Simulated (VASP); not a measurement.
# Nb (Im-3m) in VASP: notebook

Nb is run at these levels: PBE; tasks: single point.

Everything below comes from runs of VASP 6.6.1. Logs are shortened: lines on timing, memory, paths and dates and some standing lists are left out, and cuts for length are marked.

**1. The cell of the first run**

It takes space group Im-3m (No. 229, cubic). The conventional cell has a = 3.310 Å, b = 3.310 Å, c = 3.310 Å, α = 90.00°, β = 90.00°, γ = 90.00°. Within 3.8 Å of Nb (site symmetry m-3m) lie 14 Nb at 2.87 to 3.31 Å.

**2. Single point, PBE**

INCAR

```
ALGO = Normal ; EDIFF = 1E-6
ENCUT = 520 ; GGA = PE
ISIF = 2 ; ISMEAR = 1
LASPH = T ; LCHARG = F
LREAL = F ; LWAVE = F
NBANDS = 12 ; NELM = 100
PREC = Accurate ; SIGMA = 0.1
```

KPOINTS

```
k-points
0
Gamma
  13 13 13
```

POSCAR

```
Nb
1.0
   -1.6547957147      1.6547957147      1.6547957147
    1.6547957147     -1.6547957147      1.6547957147
    1.6547957147      1.6547957147     -1.6547957147
Nb
1
Direct
    0.0000000000      0.0000000000      0.0000000000
```

Potentials or basis: VASP PAW PBE potentials, release 64 (Nb_sv).

The run is started by

```bash
cat potpaw_PBE.64/Nb_sv/POTCAR > POTCAR
mpirun -np 1 vasp_std > vasp.out
```

OUTCAR:

```text
EDIFF = 1E-6
   ENCUT = 520
   GGA = PE
   ISIF = 2
   ISMEAR = 1
   LASPH = T
   LREAL = F
   NELM = 100
   PREC = Accurate

 ion  position               nearest neighbor table
   1  0.000  0.000  0.000-

  LATTYP: Found a body centered cubic cell.
 ALAT       =     3.3095914294

  Lattice vectors:

 A1 = (  -1.6547957147,   1.6547957147,   1.6547957147)
 A2 = (   1.6547957147,  -1.6547957147,   1.6547957147)
 A3 = (   1.6547957147,   1.6547957147,  -1.6547957147)

Analysis of symmetry for initial positions (statically):
=====================================================================
 Subroutine PRICEL returns:
 Original cell was already a primitive cell.

 Routine SETGRP: Setting up the symmetry group for a
 body centered cubic supercell.

 Subroutine GETGRP returns: Found 48 space group operations
 (whereof 48 operations were pure point group operations)
 out of a pool of 48 trial point group operations.

The static configuration has the point symmetry O_h .

Analysis of symmetry for dynamics (positions and initial velocities):
=====================================================================
 Subroutine PRICEL returns:
 Original cell was already a primitive cell.

 Routine SETGRP: Setting up the symmetry group for a
 body centered cubic supercell.

 Subroutine GETGRP returns: Found 48 space group operations
 (whereof 48 operations were pure point group operations)
 out of a pool of 48 trial point group operations.

The dynamic configuration has the point symmetry O_h .

 Subroutine INISYM returns: Found 48 space group operations
 (whereof 48 operations are pure point group operations),
 and found     1 'primitive' translations

----------------------------------------------------------------------------------------

                                     Primitive cell

  volume of cell :      18.1256

  direct lattice vectors                    reciprocal lattice vectors
    -1.654795715  1.654795715  1.654795715     0.000000000  0.302152100  0.302152100
     1.654795715 -1.654795715  1.654795715     0.302152100  0.000000000  0.302152100
     1.654795715  1.654795715 -1.654795715     0.302152100  0.302152100  0.000000000

  length of vectors
     2.866190254  2.866190254  2.866190254     0.427307597  0.427307597  0.427307597

  position of ions in fractional coordinates (direct lattice)
     0.000000000  0.000000000  0.000000000

  ion indices of the primitive-cell ions
   primitive index   ion index
                 1           1

----------------------------------------------------------------------------------------

 KPOINTS: k-points

Automatic generation of k-mesh.
 Grid dimensions read from file:
 generate k-points for:   13   13   13

 Generating k-lattice:

  Cartesian coordinates                     Fractional coordinates (reciprocal lattice)
     0.000000000  0.023242469  0.023242469     0.076923077  0.000000000  0.000000000
     0.023242469  0.000000000  0.023242469     0.000000000  0.076923077  0.000000000
     0.023242469  0.023242469  0.000000000     0.000000000  0.000000000  0.076923077

  Length of vectors
     0.032869815  0.032869815  0.032869815

  Shift w.r.t. Gamma in fractional coordinates (k-lattice)
     0.000000000  0.000000000  0.000000000

 Subroutine IBZKPT returns following result:
 ===========================================

 Found     84 irreducible k-points:

 Following reciprocal coordinates:
            Coordinates               Weight
  0.000000  0.000000  0.000000      1.000000
  0.076923  0.000000  0.000000     12.000000
  0.153846  0.000000  0.000000     12.000000
  0.230769  0.000000  0.000000     12.000000
  0.307692  0.000000  0.000000     12.000000
  0.384615  0.000000  0.000000     12.000000
[... 16 lines left out ...]
  0.153846  0.076923  0.076923     24.000000
  0.230769  0.076923  0.076923     24.000000
 [... further k-points ...]
   k-points           NKPTS =     84   k-points in BZ     NKDIM =     84   number of bands    NBANDS=     12
   number of dos      NEDOS =    301   number of ions     NIONS =      1
   total plane-waves  NPLWV =  13824
   dimension x,y,z NGX =    24 NGY =   24 NGZ =   24
   dimension x,y,z NGXF=    48 NGYF=   48 NGZF=   48
   ions per type =               1
   NGX,Y,Z   is equivalent  to a cutoff of  13.92, 13.92, 13.92 a.u.
   NGXF,Y,Z  is equivalent  to a cutoff of  27.84, 27.84, 27.84 a.u.
 SYSTEM =  unknown system
   PREC   = accura    normal or accurate (medium, high low for compatibility)
   ISTART =      0    job   : 0-new  1-cont  2-samecut
   ICHARG =      2    charge: 1-file 2-atom 10-const
   ISPIN  =      1    spin polarized calculation?
   LNONCOLLINEAR =      F non collinear calculations
   LSORBIT =      F    spin-orbit coupling
   LASPH  =      T    aspherical Exc in radial PAW
   ENCUT  =  520.0 eV  38.22 Ry    6.18 a.u.   5.33  5.33  5.33*2*pi/ulx,y,z
   NELM   =    100;   NELMIN=  2; NELMDL= -5     # of ELM steps
   EDIFF  = 0.1E-05   stopping-criterion for ELM
   LREAL  =      F    real-space projection
   EDIFFG = 0.1E-04   stopping-criterion for IOM
   NSW    =      0    number of steps for IOM
   IBRION =     -1    ionic relax: 0-MD 1-quasi-New 2-CG
   NFREE  =      0    steps in history (QN), initial steepest desc. (CG)
   ISIF   =      2    stress and relaxation
   ISYM   =      2    0-nonsym 1-usesym 2-fastsym
   POTIM  = 0.5000    time-step for ionic-motion
   TEBEG  =    0.0;   TEEND  =   0.0 temperature during run
   PSTRESS=    0.0 pullay stress
   NELECT =      13.0000    total number of electrons
   NUPDOWN=      -1.0000    fix difference up-down
   EMIN   =  10.00;   EMAX   =-10.00  energy-range for DOS
   EFERMI =   0.00;   METHOD = LEGACY
   ISMEAR =     1;   SIGMA  =   0.10  broadening in eV -4-tet -1-fermi 0-gaus
   EFERMI_NEDOS =   21; number of points for ismear=-14 and -15
   IALGO  =     38    algorithm
   IMIX   =      4    mixing-type and parameters
     AMIX     =   0.40;   BMIX     =  1.00
     AMIX_MAG =   1.60;   BMIX_MAG =  1.00
  volume/ion in A,a.u.               =      18.13       122.32
  Fermi-wavevector in a.u.,A,eV,Ry     =   1.465407  2.769217 29.217387  2.147417
  Thomas-Fermi vector in A             =   2.581267
   LORBIT       =      0    0 simple, 1 ext, 2 COOP (PROOUT), +10 PAW based schemes
   GGA     = PE    functional components
   LHFCALC =     F    Hartree Fock is set to
   AEXX    =    0.0000 exact exchange contribution
   IVDW    =     0    specifies the selected vdW correction
   LEPSILON=     F    determine dielectric tensor
   LRPA    =     F    only Hartree local field effects (RPA)
 non-spin polarized calculation
 Methfessel and Paxton  Order N= 1 SIGMA  =   0.10
  energy-cutoff  :      520.00
  volume of cell :       18.13
 maximum number of plane-waves:       496
 NGX is ok and might be reduce to    24
   NGX = 11   NGY = 11   NGZ = 11

 number of electron      13.0000000 magnetization

 Free energy of the ion-electron system (eV)
  ---------------------------------------------------
  ext. energy  EPLUGINS =         0.00000000
  ---------------------------------------------------
  free energy    TOTEN  =       -10.22251620 eV

  energy without entropy =      -10.22376136  energy(sigma->0) =      -10.22293125

 E-fermi :  11.1003     XC(G=0): -12.4663

 val. band max:       11.0849675024   @ k =   0.3846   0.2308  -0.0000
 cond. band min:      11.1106286474   @ k =   0.3077   0.1538   0.1538
 fundamental gap:      0.0256611450
 Fermi energy:        11.1002994171

 k-point     1 :       0.0000    0.0000    0.0000
  band No.  band energies     occupation
      1     -43.2754      2.00000
      2     -18.5866      2.00000
      3     -18.5866      2.00000
      4     -18.5866      2.00000
      5       5.1589      2.00000
      6      11.4650     -0.00000
      7      11.4650     -0.00000
      8      11.4650     -0.00000
      9      14.3535      0.00000
     10      14.3535      0.00000
     11      25.2944      0.00000
     12      25.2944      0.00000

 k-point     2 :       0.0769    0.0000    0.0000
  band No.  band energies     occupation
      1     -43.2620      2.00000
      2     -18.6687      2.00000
      3     -18.6116      2.00000
      4     -18.5873      2.00000
      5       5.4002      2.00000
      6      11.3172     -0.00894
      7      11.4269     -0.00004
      8      11.6963     -0.00000
      9      14.1346      0.00000
     10      14.3545      0.00000
     11      25.4881      0.00000
     12      25.7176      0.00000

 k-point     3 :       0.1538    0.0000    0.0000
  band No.  band energies     occupation
      1     -43.2246      2.00000
      2     -18.8919      2.00000
      3     -18.6801      2.00000
      4     -18.5892      2.00000
      5       6.0606      2.00000
      6      10.9363      2.04249
      7      11.2495     -0.05601
      8      12.3740     -0.00000
      9      13.8040      0.00000
     10      14.3790      0.00000
     11      25.8412      0.00000
     12      26.8970      0.00000
[... 286 lines left out ...]
 k-point    23 :       0.1538    0.0769    0.0769
  band No.  band energies     occupation
      1     -43.1544      2.00000
      2     -19.2956      2.00000
      3     -18.7474      2.00000
      4     -18.6534      2.00000
      5       7.3203      2.00000
      6      10.2866      2.00000
      7      10.4438      2.00000
      8      14.0128      0.00000
      9      14.3695      0.00000
     10      14.4162      0.00000
     11      26.2397      0.00000
     12      26.9895      0.00000

 k-point    24 :       0.2308    0.0769    0.0769
  band No.  band energies     occupation
      1     -43.1028      2.00000
      2     -19.5380      2.00000
      3     -18.8757      2.00000
      4     -18.6626      2.00000
      5       7.9541      2.00000
      6       9.8801      2.00000
      7      10.5749      2.00000
      8      14.1685      0.00000
      9      14.6837      0.00000
     10      15.8404      0.00000
     11      25.0728      0.00000
     12      25.7478      0.00000

 [... further k-points ...]

------------------------ aborting loop because EDIFF is reached ----------------------------------------

  FORCE on cell =-STRESS in cart. coord.  units (eV):
  Direction    XX          YY          ZZ          XY          YZ          ZX
  --------------------------------------------------------------------------------------
  -------------------------------------------------------------------------------------
  Total       -0.0990982     -0.0990982     -0.0990982      0.0000000     -0.0000000     -0.0000000
  in kB       -8.7595780     -8.7595780     -8.7595780      0.0000000     -0.0000000     -0.0000000
  external PRESSURE =      -8.7595780 kB  Pullay stress =       0.0000000 kB

 VOLUME and BASIS-vectors are now :
 -----------------------------------------------------------------------------
  energy-cutoff  :      520.00
  volume of cell :       18.13
      direct lattice vectors                 reciprocal lattice vectors
    -1.654795715  1.654795715  1.654795715     0.000000000  0.302152100  0.302152100
     1.654795715 -1.654795715  1.654795715     0.302152100  0.000000000  0.302152100
     1.654795715  1.654795715 -1.654795715     0.302152100  0.302152100  0.000000000

 POSITION                                       TOTAL-FORCE (eV/Angst)
 -----------------------------------------------------------------------------------
      0.00000      0.00000      0.00000        -0.000000      0.000000     -0.000000
 -----------------------------------------------------------------------------------
    total drift:                                0.000000      0.000000     -0.000000

  FREE ENERGIE OF THE ION-ELECTRON SYSTEM (eV)
  ---------------------------------------------------
  free  energy   TOTEN  =       -10.2225161988 eV

  energy  without entropy=      -10.2237613553  energy(sigma->0) =      -10.22293125
```

Wall time 5.9 s (1 thread of Intel Xeon 6975P-C (Granite Rapids), shared host); peak memory 0.14 GiB.

Results:

```
Free energy : -10.2225 eV
Pressure    : -0.9 GPa
```

**3. Single point, PBE**

INCAR

```
SYSTEM = Nb
ALGO     = Normal         ! electronic algorithm
EDIFF    = 1E-7           ! SCF threshold, eV
ENCUT    = 520            ! plane-wave cutoff, eV
GGA      = PE             ! functional
ISIF     = 2              ! what is computed and relaxed
ISMEAR   = 1              ! smearing method
LASPH    = .TRUE.         ! aspherical terms in the spheres
LCHARG   = .FALSE.        ! write CHGCAR
LREAL    = .FALSE.        ! projectors in reciprocal space
LWAVE    = .FALSE.        ! write WAVECAR
NBANDS   = 12             ! bands
NELM     = 60             ! most SCF steps
PREC     = Accurate       ! precision mode
SIGMA    = 0.2            ! smearing width, eV
```

KPOINTS

```
k-points
0
G
  13 13 13
  0 0 0
```

POSCAR is that of step 2.

Potentials or basis: VASP PAW PBE potentials, release 64 (Nb_sv).

The run is started by

```bash
cat potpaw_PBE.64/Nb_sv/POTCAR > POTCAR
mpirun -np 1 vasp_std > vasp.out
```

OUTCAR:

```text
SYSTEM = Nb
   EDIFF = 1E-7
   ENCUT = 520
   GGA = PE
   ISIF = 2
   ISMEAR = 1
   LASPH = .TRUE.
   LREAL = .FALSE.
   NELM = 60
   PREC = Accurate

 ion  position               nearest neighbor table
   1  0.000  0.000  0.000-

  LATTYP: Found a body centered cubic cell.
 ALAT       =     3.3095914294

  Lattice vectors:

 A1 = (  -1.6547957147,   1.6547957147,   1.6547957147)
 A2 = (   1.6547957147,  -1.6547957147,   1.6547957147)
 A3 = (   1.6547957147,   1.6547957147,  -1.6547957147)

Analysis of symmetry for initial positions (statically):
=====================================================================
 Subroutine PRICEL returns:
 Original cell was already a primitive cell.

 Routine SETGRP: Setting up the symmetry group for a
 body centered cubic supercell.

 Subroutine GETGRP returns: Found 48 space group operations
 (whereof 48 operations were pure point group operations)
 out of a pool of 48 trial point group operations.

The static configuration has the point symmetry O_h .

[... 166 lines left out ...]
 k-point     1 :       0.0000    0.0000    0.0000
  band No.  band energies     occupation
      1     -43.2751      2.00000
      2     -18.5864      2.00000
      3     -18.5864      2.00000
      4     -18.5864      2.00000
      5       5.1588      2.00000
      6      11.4652     -0.02535
      7      11.4652     -0.02535
      8      11.4652     -0.02535
      9      14.3537     -0.00000
     10      14.3537     -0.00000
     11      25.2944      0.00000
     12      25.2944      0.00000
[... 331 lines left out ...]
 k-point    24 :       0.2308    0.0769    0.0769
  band No.  band energies     occupation
      1     -43.1026      2.00000
      2     -19.5378      2.00000
      3     -18.8755      2.00000
      4     -18.6624      2.00000
      5       7.9542      2.00000
      6       9.8802      2.00000
      7      10.5750      2.00144
      8      14.1686     -0.00000
      9      14.6838     -0.00000
     10      15.8406      0.00000
     11      25.0728      0.00000
     12      25.7479      0.00000

 [... further k-points ...]

------------------------ aborting loop because EDIFF is reached ----------------------------------------

  FORCE on cell =-STRESS in cart. coord.  units (eV):
  Direction    XX          YY          ZZ          XY          YZ          ZX
  --------------------------------------------------------------------------------------
  -------------------------------------------------------------------------------------
  Total       -0.0933908     -0.0933908     -0.0933908      0.0000000     -0.0000000      0.0000000
  in kB       -8.2550860     -8.2550860     -8.2550860      0.0000000     -0.0000000      0.0000000
  external PRESSURE =      -8.2550860 kB  Pullay stress =       0.0000000 kB

 VOLUME and BASIS-vectors are now :
 -----------------------------------------------------------------------------
  energy-cutoff  :      520.00
  volume of cell :       18.13
      direct lattice vectors                 reciprocal lattice vectors
    -1.654795715  1.654795715  1.654795715     0.000000000  0.302152100  0.302152100
     1.654795715 -1.654795715  1.654795715     0.302152100  0.000000000  0.302152100
     1.654795715  1.654795715 -1.654795715     0.302152100  0.302152100  0.000000000

 POSITION                                       TOTAL-FORCE (eV/Angst)
 -----------------------------------------------------------------------------------
      0.00000      0.00000      0.00000        -0.000000      0.000000     -0.000000
 -----------------------------------------------------------------------------------
    total drift:                                0.000000     -0.000000     -0.000000

  FREE ENERGIE OF THE ION-ELECTRON SYSTEM (eV)
  ---------------------------------------------------
  free  energy   TOTEN  =       -10.2205787110 eV

  energy  without entropy=      -10.2236094583  energy(sigma->0) =      -10.22158896
```

It took 18 s on 1 thread of AMD EPYC 9R14 (Zen 4), shared host; peak memory 0.11 GiB.

Results:

```yaml
Free_energy: -10.2206 eV
Pressure: -0.8 GPa
```

[end of part 1 of 2]
